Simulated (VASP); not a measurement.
# Sn23O47 (a cell with a defect) in VASP: single point with PBEsol

Aim: the single point of Sn23O47 (a cell with a defect) with PBEsol.

Program: VASP 6.6.1. These are calculated values, not measurements. Logs are shortened: lines on timing, memory, paths and dates and some standing lists are left out, and cuts for length are marked.

## Step 1: The cell of the first run

The cell holds a defect, 70 atoms: a = 9.538 Å, b = 9.538 Å, c = 9.636 Å, α = 90.00°, β = 90.00°, γ = 90.00°.

## Step 2: Single point, PBEsol

File INCAR:

```
SYSTEM = Sn23O47
PREC = Accurate
ENCUT = 520
EDIFF = 1E-6
ISMEAR = -1
SIGMA = 0.05
LREAL = Auto
LASPH = .TRUE.
NELM = 60
ALGO = Normal
ISIF = 2
LWAVE = .FALSE.
LCHARG = .FALSE.
GGA = PS
NBANDS = 343
ISYM = 0
NCORE = 4
```

File KPOINTS:

```
Automatic mesh
0
Gamma
  1 1 1
  0.25 0.25 0.25
```

File POSCAR:

```
Sn23O47
1.0
    9.5380920000      0.0000000000      0.0000000000
    0.0000000000      9.5380920000      0.0000000000
    0.0000000000      0.0000000000      9.6363030000
Sn O
23 47
Direct
    0.9976750000      0.9980320000      0.0019870000
    0.9995010000      0.9998520000      0.3343450000
    0.0024850000      0.0028790000      0.6646690000
    0.0009850000      0.4997510000      0.0008580000
    0.0005220000      0.4996800000      0.3341510000
    0.9990860000      0.4982540000      0.6670900000
    0.4993490000      0.0013960000      0.0008580000
    0.4993050000      0.0009040000      0.3341500000
    0.4978880000      0.9994560000      0.6670900000
    0.4851880000      0.4855790000      0.0027730000
    0.4999640000      0.5003460000      0.6631240000
    0.2448510000      0.2452370000      0.1719480000
    0.2567370000      0.2571030000      0.4966860000
    0.2456820000      0.2460630000      0.8324280000
    0.2560840000      0.7491850000      0.1665600000
    0.2503280000      0.7481070000      0.5001650000
    0.2498640000      0.7487460000      0.8339600000
    0.7488190000      0.2564610000      0.1665470000
    0.7477300000      0.2507170000      0.5001570000
    0.7483580000      0.2502420000      0.8339520000
    0.7502910000      0.7506590000      0.1834210000
    0.7431450000      0.7435110000      0.4976220000
    0.7626550000      0.7630250000      0.8193400000
    0.1499880000      0.1503220000      0.0004860000
    0.1490320000      0.1493420000      0.3368050000
    0.1536200000      0.1539660000      0.6643170000
    0.1551810000      0.6505450000      0.0009550000
    0.1543340000      0.6524090000      0.3302620000
    0.1470480000      0.6553250000      0.6698540000
    0.6501600000      0.1555670000      0.0009590000
    0.6519730000      0.1547760000      0.3302370000
    0.6549670000      0.1474130000      0.6698400000
    0.6503330000      0.6507230000      0.3347660000
    0.6553960000      0.6557920000      0.6715830000
    0.3388030000      0.3391220000      0.0022400000
    0.3447780000      0.3452110000      0.3275920000
    0.3458590000      0.3462920000      0.6711960000
    0.3362100000      0.8599590000      0.9965610000
    0.3433000000      0.8514040000      0.3338710000
    0.3405840000      0.8527750000      0.6698000000
    0.8595840000      0.3365720000      0.9965530000
    0.8509900000      0.3437110000      0.3338590000
    0.8523850000      0.3409690000      0.6697900000
    0.8314110000      0.8317580000      0.0042720000
    0.8489760000      0.8493300000      0.3394870000
    0.8497450000      0.8501530000      0.6551380000
    0.0950460000      0.4031330000      0.1671000000
    0.0976840000      0.4043260000      0.5009220000
    0.0983750000      0.4057080000      0.8337270000
    0.0917140000      0.8971970000      0.1656590000
    0.0975260000      0.9017650000      0.5004830000
    0.0863010000      0.8959250000      0.8347410000
    0.6356880000      0.4353680000      0.1348560000
    0.6015190000      0.3988740000      0.5131790000
    0.5997860000      0.4095440000      0.8359120000
    0.5962020000      0.9005450000      0.1652780000
    0.5952300000      0.9033020000      0.5009610000
    0.5946240000      0.8953760000      0.8368140000
    0.4027680000      0.0954530000      0.1671150000
    0.4039960000      0.0980980000      0.5009290000
    0.4053540000      0.0987930000      0.8337070000
    0.4349840000      0.6360160000      0.1349230000
    0.3984840000      0.6019020000      0.5131810000
    0.4091820000      0.6001800000      0.8359140000
    0.8968690000      0.0920960000      0.1656640000
    0.9013930000      0.0979140000      0.5004510000
    0.8955700000      0.0867090000      0.8347530000
    0.9001510000      0.5965650000      0.1652860000
    0.9029290000      0.5956020000      0.5009780000
    0.8949900000      0.5950020000      0.8367910000
```

Potentials or basis: VASP PAW PBE potentials, release 64 (Sn_d, O).

On the command line:

```bash
> cat potpaw_PBE.64/Sn_d/POTCAR potpaw_PBE.64/O/POTCAR > POTCAR
> mpirun -np 4 vasp_std > vasp.out
```

OUTCAR:

```text
SYSTEM = Sn23O47
   PREC = Accurate
   ENCUT = 520
   EDIFF = 1E-6
   ISMEAR = -1
   LREAL = Auto
   LASPH = .TRUE.
   NELM = 60
   ISIF = 2
   GGA = PS
   ISYM = 0

 ion  position               nearest neighbor table
   1  0.998  0.998  0.002-  50 2.05  65 2.05  24 2.05  52 2.06  67 2.06  44 2.24   2 3.20   3 3.25
                            23 3.63  12 3.71  14 3.72  17 3.75  20 3.75
   2  1.000  1.000  0.334-  25 2.02  45 2.03  51 2.08  66 2.08  65 2.09  50 2.09   3 3.18   1 3.20
                            12 3.66  21 3.66  16 3.75  19 3.75
   3  0.002  0.003  0.665-  26 2.04  46 2.06  51 2.06  66 2.06  67 2.09  52 2.09   2 3.18   1 3.25
                            23 3.56  14 3.66  19 3.74  16 3.74  20 3.76  17 3.76
   4  0.001  0.500  0.001-  47 2.05  27 2.06  41 2.06  49 2.06  68 2.07  70 2.08   5 3.21   6 3.22
                            18 3.70  17 3.72  14 3.73  12 3.74  20 3.75
   5  0.001  0.500  0.334-  42 2.06  47 2.06  48 2.07  28 2.07  69 2.07  68 2.10   6 3.21   4 3.21
                            21 3.68  18 3.71  12 3.71  13 3.71  16 3.72  22 3.73  19 3.74
   6  0.999  0.498  0.667-  43 2.05  29 2.06  48 2.06  49 2.06  69 2.07  70 2.12   5 3.21   4 3.22
                            23 3.69  14 3.72  20 3.73  19 3.73  16 3.74  17 3.74  13 3.75  22 3.75
   7  0.499  0.001  0.001-  59 2.05  30 2.06  38 2.06  61 2.06  56 2.07  58 2.09   8 3.21   9 3.22
                            15 3.70  20 3.72  14 3.73  12 3.74  17 3.75
   8  0.499  0.001  0.334-  39 2.06  59 2.06  60 2.07  31 2.07  57 2.07  56 2.10   9 3.21   7 3.21
                            21 3.68  15 3.71  12 3.71  13 3.71  19 3.72  22 3.73  16 3.74
   9  0.498  0.999  0.667-  40 2.05  32 2.06  60 2.06  61 2.06  57 2.07  58 2.12   8 3.21   7 3.22
                            23 3.69  14 3.72  17 3.73  16 3.73  19 3.74  20 3.74  13 3.75  22 3.75
  10  0.485  0.486  0.003-  35 1.98  62 1.98  53 1.98  64 2.08  55 2.08  11 3.28  14 3.62  12 3.63
                            15 3.69  18 3.69  17 3.74  20 3.74
  11  0.500  0.500  0.663-  54 1.99  63 1.99  37 2.08  34 2.10  64 2.10  55 2.10  10 3.28  22 3.65
                            13 3.65  16 3.70  19 3.70  20 3.74  17 3.74
  12  0.245  0.245  0.172-  36 2.02  25 2.05  35 2.07  47 2.08  59 2.08  24 2.09  13 3.13  14 3.27
                            10 3.63   2 3.66   5 3.71   8 3.71   1 3.71   7 3.74   4 3.74
  13  0.257  0.257  0.497-  36 2.02  37 2.07  60 2.07  48 2.07  25 2.12  26 2.13  12 3.13  14 3.24
                            11 3.65   8 3.71   5 3.71   9 3.75   6 3.75
  14  0.246  0.246  0.832-  26 2.04  37 2.06  35 2.06  24 2.07  61 2.07  49 2.07  13 3.24  12 3.27
                            10 3.62   3 3.66   6 3.72   9 3.72   1 3.72   7 3.73   4 3.73
  15  0.256  0.749  0.167-  62 2.04  39 2.06  28 2.07  27 2.09  38 2.09  50 2.11  17 3.21  16 3.22
                            10 3.69   7 3.70   8 3.71
  16  0.250  0.748  0.500-  63 1.99  51 2.07  39 2.08  28 2.09  40 2.10  29 2.10  15 3.22  17 3.22
                            11 3.70   5 3.72   9 3.73   3 3.74   6 3.74   8 3.74   2 3.75
  17  0.250  0.749  0.834-  40 2.06  29 2.06  38 2.06  27 2.07  64 2.08  52 2.10  15 3.21  16 3.22
                             4 3.72   9 3.73  10 3.74  11 3.74   6 3.74   7 3.75   1 3.75   3 3.76
  18  0.749  0.256  0.167-  53 2.04  42 2.06  31 2.07  30 2.09  41 2.09  65 2.11  20 3.21  19 3.22
                            10 3.69   4 3.70   5 3.71
  19  0.748  0.251  0.500-  54 1.99  66 2.07  42 2.08  31 2.09  43 2.10  32 2.10  18 3.22  20 3.22
[... 42 lines left out ...]
  57  0.595  0.903  0.501-   9 2.07   8 2.07  22 2.08
  58  0.595  0.895  0.837-  23 2.05   7 2.09   9 2.12
  59  0.403  0.095  0.167-   7 2.05   8 2.06  12 2.08
  60  0.404  0.098  0.501-   9 2.06   8 2.07  13 2.07
  61  0.405  0.099  0.834-   9 2.06   7 2.06  14 2.07
  62  0.435  0.636  0.135-  10 1.98  15 2.04
  63  0.398  0.602  0.513-  16 1.99  11 1.99
  64  0.409  0.600  0.836-  10 2.08  17 2.08  11 2.10
  65  0.897  0.092  0.166-   1 2.05   2 2.09  18 2.11
  66  0.901  0.098  0.500-   3 2.06  19 2.07   2 2.08
  67  0.896  0.087  0.835-   1 2.06   3 2.09  20 2.10
  68  0.900  0.597  0.165-  21 2.06   4 2.07   5 2.10
  69  0.903  0.596  0.501-   6 2.07   5 2.07  22 2.08
  70  0.895  0.595  0.837-  23 2.05   4 2.08   6 2.12

IMPORTANT INFORMATION: All symmetrisations will be switched off!
NOSYMM: (Re-)initialisation of all symmetry stuff for point group C_1.

----------------------------------------------------------------------------------------

                                     Primitive cell

  volume of cell :     876.6646

  direct lattice vectors                    reciprocal lattice vectors
     9.538092000  0.000000000  0.000000000     0.104842771  0.000000000  0.000000000
     0.000000000  9.538092000  0.000000000     0.000000000  0.104842771  0.000000000
     0.000000000  0.000000000  9.636303000     0.000000000  0.000000000  0.103774238

  length of vectors
     9.538092000  9.538092000  9.636303000     0.104842771  0.104842771  0.103774238

[... 179 lines left out ...]
   total plane-waves  NPLWV = 373248
   dimension x,y,z NGX =    72 NGY =   72 NGZ =   72
   dimension x,y,z NGXF=   144 NGYF=  144 NGZF=  144
   ions per type =              23  47
   NGX,Y,Z   is equivalent  to a cutoff of  12.55, 12.55, 12.42 a.u.
   NGXF,Y,Z  is equivalent  to a cutoff of  25.10, 25.10, 24.84 a.u.
 SYSTEM =  Sn23O47
   PREC   = accura    normal or accurate (medium, high low for compatibility)
   ISTART =      0    job   : 0-new  1-cont  2-samecut
   ICHARG =      2    charge: 1-file 2-atom 10-const
   ISPIN  =      1    spin polarized calculation?
   LNONCOLLINEAR =      F non collinear calculations
   LSORBIT =      F    spin-orbit coupling
   LASPH  =      T    aspherical Exc in radial PAW
   ENCUT  =  520.0 eV  38.22 Ry    6.18 a.u.  17.73 17.73 17.92*2*pi/ulx,y,z
   NELM   =     60;   NELMIN=  2; NELMDL= -5     # of ELM steps
   EDIFF  = 0.1E-05   stopping-criterion for ELM
   LREAL  =      T    real-space projection
   EDIFFG = 0.1E-04   stopping-criterion for IOM
   NSW    =      0    number of steps for IOM
   IBRION =     -1    ionic relax: 0-MD 1-quasi-New 2-CG
   NFREE  =      0    steps in history (QN), initial steepest desc. (CG)
   ISIF   =      2    stress and relaxation
   ISYM   =      0    0-nonsym 1-usesym 2-fastsym
   POTIM  = 0.5000    time-step for ionic-motion
   TEBEG  =    0.0;   TEEND  =   0.0 temperature during run
   PSTRESS=    0.0 pullay stress
   NELECT =     604.0000    total number of electrons
   NUPDOWN=      -1.0000    fix difference up-down
   EMIN   =  10.00;   EMAX   =-10.00  energy-range for DOS
   EFERMI =   0.00;   METHOD = LEGACY
   ISMEAR =    -1;   SIGMA  =   0.05  broadening in eV -4-tet -1-fermi 0-gaus
   EFERMI_NEDOS =   21; number of points for ismear=-14 and -15
   IALGO  =     38    algorithm
   IMIX   =      4    mixing-type and parameters
     AMIX     =   0.40;   BMIX     =  1.00
     AMIX_MAG =   1.60;   BMIX_MAG =  1.00
  volume/ion in A,a.u.               =      12.52        84.51
  Fermi-wavevector in a.u.,A,eV,Ry     =   1.445915  2.732382 28.445281  2.090669
  Thomas-Fermi vector in A             =   2.564043
   LORBIT       =      0    0 simple, 1 ext, 2 COOP (PROOUT), +10 PAW based schemes
   GGA     = PS    functional components
   LHFCALC =     F    Hartree Fock is set to
   AEXX    =    0.0000 exact exchange contribution
   IVDW    =     0    specifies the selected vdW correction
   LEPSILON=     F    determine dielectric tensor
   LRPA    =     F    only Hartree local field effects (RPA)
 non-spin polarized calculation
  energy-cutoff  :      520.00
  volume of cell :      876.66
 maximum number of plane-waves:     23594
 NGX is ok and might be reduce to    70
   NGX = 35   NGY = 35   NGZ = 35

 number of electron     604.0000118 magnetization

 Free energy of the ion-electron system (eV)
  ---------------------------------------------------
  ext. energy  EPLUGINS =         0.00000000
  ---------------------------------------------------
  free energy    TOTEN  =      -452.98099706 eV

  energy without entropy =     -452.79858184  energy(sigma->0) =     -452.88978945

 E-fermi :   5.2858     XC(G=0): -11.2106

 val. band max:        5.2835231398   @ k =  -0.2500   0.2500   0.2500
 cond. band min:       5.2932198480   @ k =  -0.2500  -0.2500   0.2500
 fundamental gap:      0.0096967082
 Fermi energy:         5.2858146258

 k-point     1 :       0.2500    0.2500    0.2500
  band No.  band energies     occupation
      1     -15.9604      2.00000
      2     -15.9123      2.00000
      3     -15.7182      2.00000
      4     -15.6444      2.00000
      5     -15.6038      2.00000
      6     -15.5729      2.00000
[... 1257 lines left out ...]
    313      10.0534      0.00000
    314      10.1660      0.00000
 [bands above 314 left out]

------------------------ aborting loop because EDIFF is reached ----------------------------------------

  FORCE on cell =-STRESS in cart. coord.  units (eV):
  Direction    XX          YY          ZZ          XY          YZ          ZX
  --------------------------------------------------------------------------------------
  -------------------------------------------------------------------------------------
  Total        4.6724836      4.6598759     11.0770744      5.8247740      0.1015551      0.1033304
  in kB        8.5393517      8.5163101     20.2442734     10.6452581      0.1856004      0.1888449
  external PRESSURE =      12.4333118 kB  Pullay stress =       0.0000000 kB

 VOLUME and BASIS-vectors are now :
 -----------------------------------------------------------------------------
  energy-cutoff  :      520.00
  volume of cell :      876.66
      direct lattice vectors                 reciprocal lattice vectors
     9.538092000  0.000000000  0.000000000     0.104842771  0.000000000  0.000000000
     0.000000000  9.538092000  0.000000000     0.000000000  0.104842771  0.000000000
     0.000000000  0.000000000  9.636303000     0.000000000  0.000000000  0.103774238

 POSITION                                       TOTAL-FORCE (eV/Angst)
 -----------------------------------------------------------------------------------
      9.51592      9.51932      0.01915        -0.014340     -0.017112      0.008120
      9.53333      9.53668      3.22185        -0.021218     -0.021281     -0.008781
      0.02370      0.02746      6.40495        -0.006113     -0.007851     -0.000697
      0.00940      4.76667      0.00827        -0.031414     -0.028382      0.009085
      0.00498      4.76599      3.21998        -0.014409      0.001852      0.006269
      9.52937      4.75239      6.42828         0.021472      0.030047     -0.008303
[... 62 lines left out ...]
      8.61222      5.68091      4.82758        -0.010629      0.016775      0.003308
      8.53650      5.67518      8.06357        -0.019849      0.010853      0.004968
 -----------------------------------------------------------------------------------
    total drift:                                0.014213     -0.013987      0.062383

  FREE ENERGIE OF THE ION-ELECTRON SYSTEM (eV)
  ---------------------------------------------------
  free  energy   TOTEN  =      -452.9809970575 eV

  energy  without entropy=     -452.7985818366  energy(sigma->0) =     -452.88978945
```

Wall time 18 min (4 MPI ranks of AMD EPYC 7R43 (Zen 3), shared host); peak memory 0.35 GiB.

Results:

```yaml
Free_energy: -452.9810 eV
Pressure: 1.2 GPa
Largest_force: 0.099 eV/Å
```

Forces in eV/Å, atoms in the order of the input:
```
Sn  -0.014 -0.017  0.008
Sn  -0.021 -0.021 -0.009
Sn  -0.006 -0.008 -0.001
Sn  -0.031 -0.028  0.009
Sn  -0.014  0.002  0.006
Sn   0.021  0.030 -0.008
Sn  -0.024 -0.027  0.012
Sn   0.006 -0.019  0.004
Sn   0.021  0.019 -0.013
Sn   0.008  0.007  0.050
Sn   0.006  0.007  0.025
Sn   0.001 -0.006 -0.045
Sn  -0.007 -0.016  0.032
Sn  -0.006 -0.004  0.010
Sn   0.036 -0.002  0.005
Sn  -0.029  0.007 -0.016
Sn   0.005 -0.007  0.020
Sn  -0.004  0.030  0.008
Sn   0.006 -0.033 -0.021
Sn  -0.004  0.006  0.023
Sn  -0.030 -0.016 -0.016
Sn   0.022  0.019 -0.027
Sn   0.005  0.007  0.030
O    0.003  0.004  0.008
O    0.013  0.014  0.011
O    0.004  0.007 -0.022
O   -0.016 -0.010  0.008
O   -0.009 -0.010 -0.002
O   -0.013 -0.002  0.016
O   -0.011 -0.013  0.008
O   -0.005 -0.011 -0.001
O   -0.002 -0.012  0.016
O   -0.068 -0.068  0.023
O   -0.029 -0.030  0.015
O   -0.015 -0.011 -0.001
O    0.036  0.038  0.033
O    0.014  0.014 -0.007
O   -0.004  0.036 -0.023
O   -0.003  0.010  0.007
O    0.014 -0.003 -0.011
O    0.038 -0.002 -0.024
O    0.011 -0.004  0.009
O   -0.002  0.013 -0.010
O    0.002  0.002  0.005
O    0.017  0.018  0.013
O    0.009  0.009 -0.027
O    0.029 -0.021 -0.004
O    0.017 -0.028  0.007
O    0.009 -0.013 -0.002
O    0.007 -0.013  0.000
O    0.021 -0.011 -0.006
O    0.003 -0.012  0.001
O    0.006  0.006  0.018
O    0.021  0.029 -0.058
O    0.006  0.003 -0.015
O    0.021  0.002 -0.011
O    0.016 -0.010  0.006
O    0.012 -0.019  0.005
O   -0.022  0.027 -0.005
O   -0.028  0.017  0.007
O   -0.014  0.006 -0.004
O    0.003  0.007  0.019
O    0.028  0.020 -0.059
O    0.001  0.007 -0.015
O   -0.015  0.008 -0.001
O   -0.013  0.023 -0.005
O   -0.011  0.002 -0.001
O    0.004  0.020 -0.013
O   -0.011  0.017  0.003
O   -0.020  0.011  0.005
```

Caveat: the k points lie up to 0.66 Å⁻¹ apart; the PAW data sets were made with another functional, which shifts forces and pressure a little; spin-orbit coupling is left out, which moves the levels of the heavy elements.
